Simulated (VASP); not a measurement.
A run of VASP 6.6.1 is set up as follows.

INCAR

```
PREC = Accurate ; ENCUT = 520
EDIFF = 1E-8 ; ISMEAR = -1
SIGMA = 0.05 ; LREAL = F
LASPH = T ; NELM = 60
ALGO = Normal ; ISIF = 2
LWAVE = F ; LCHARG = F
GGA = PE ; LEFG = T
NBANDS = 20
```

KPOINTS

```
regular mesh
0
Gamma
  8 8 6
```

Contents of POSCAR:

```
MoS2
1.0
    3.1479925200     -1.9297820300      0.0000000000
    3.1479925200      1.9297820300      0.0000000000
   -0.0030992400      0.0000000000      4.4393295900
Mo S
1 2
Direct
    0.0000000000      0.0000000000      0.0000000000
    0.6879000000      0.6879000000      0.2889000000
    0.3121000000      0.3121000000      0.7111000000
```

Potentials or basis: VASP PAW PBE potentials, release 64 (Mo_sv, S).

Command:

```sh
$ cat potpaw_PBE.64/Mo_sv/POTCAR potpaw_PBE.64/S/POTCAR > POTCAR
$ mpirun -np 1 vasp_std > vasp.out
```

(1) Estimate the pressure.

(2) Estimate the largest force.

## Answers

(1) -3.6 GPa.

(2) 1.222 eV/Å.

Caveat: the cell stands under tension; without QUAD_EFG the Cq values of the log hold for a quadrupole moment of 1 mb, not for the nuclei; forces of over 1 eV/Å act on the atoms, so gaps and moduli don't describe the material at rest.
